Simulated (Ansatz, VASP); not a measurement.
## CaNb2O5 in VASP and in Ansatz

INCAR

```
SYSTEM = CaNb2O5
ALGO = Normal ; EDIFF = 1E-6
EDIFFG = -0.01 ; ENCUT = 600
GGA = PE ; IBRION = 2
ISIF = 3 ; ISMEAR = 0
LASPH = .TRUE. ; LCHARG = .FALSE.
LREAL = .FALSE. ; LWAVE = .FALSE.
NELM = 100 ; NSW = 100
PREC = Accurate ; SIGMA = 0.1
```

File KPOINTS:

```
k-points
0
G
  6 6 10
  0 0 0
```

POSCAR

```
CaNb2O5
1.0
    6.6493412518      0.0000000000      0.0000000000
   -3.3246706259      5.7584984425      0.0000000000
    0.0000000000      0.0000000000      3.9350940026
Ca Nb O
1 2 5
Direct
    0.0000000000      0.0000000000      0.5000000000
    0.3333333333      0.6666666667      0.0000000000
    0.6666666667      0.3333333333      0.0000000000
    0.3333333333      0.6666666667      0.5000000000
    0.0000000000      0.5000000000      0.0000000000
    0.5000000000      0.5000000000      0.0000000000
    0.5000000000      0.0000000000      0.0000000000
    0.6666666667      0.3333333333      0.5000000000
```

Input for Ansatz:

```yaml
crystal:
  lattice:
    - [6.6493412518, 0.0, 0.0]
    - [-3.3246706259, 5.7584984425, 0.0]
    - [0.0, 0.0, 3.9350940026]
  atoms:
    - { symbol: Ca, position: [0.0, 0.0, 0.5] }
    - { symbol: Nb, position: [0.3333333333, 0.6666666667, 0.0] }
    - { symbol: Nb, position: [0.6666666667, 0.3333333333, 0.0] }
    - { symbol: O, position: [0.3333333333, 0.6666666667, 0.5] }
    - { symbol: O, position: [0.0, 0.5, 0.0] }
    - { symbol: O, position: [0.5, 0.5, 0.0] }
    - { symbol: O, position: [0.5, 0.0, 0.0] }
    - { symbol: O, position: [0.6666666667, 0.3333333333, 0.5] }
basis:
  ecutwfc: 420
kpoints:
  mp_grid: { grid: [6, 6, 10] }
hamiltonian:
  xc: pbe
scf:
  occupations: { method: gaussian, width: 0.1 }
output:
  forces: true
  stress: true
  eigenvalues: true
relax:
  adjacent_minimum: "off"
  f_tol: 0.01
  max_steps: 80
  cell: { stress_tol: 0.05 }
```

Alike in both runs: task relaxation of cell and atoms; functional PBE; k mesh 6 × 6 × 10; occupations gaussian, width 0.1 eV; no spin polarisation.

|  | VASP | Ansatz |
| --- | --- | --- |
| version | VASP 6.6.1 | Ansatz 0.2.0 |
| potentials or method | VASP PAW PBE potentials, release 64 (Ca_sv, Nb_sv, O), cutoff 600 eV | scalar-relativistic, plane waves, PAW |
| valence electrons in the cell | 66 | 66 |

|  | VASP | Ansatz | Ansatz less VASP |
| --- | --- | --- | --- |
| gap on the k mesh at the Fermi level, each at its own relaxed structure (eV) | none | none | - |
| relaxed volume (Å³/atom) | 18.78 | 18.83 | +0.046 |
| relaxed length of the cell vector where the two differ most in proportion (Å) | 6.635 | 6.642 | +0.0070 |

A gap of «none» marks a metal or a gap that the smearing closes.
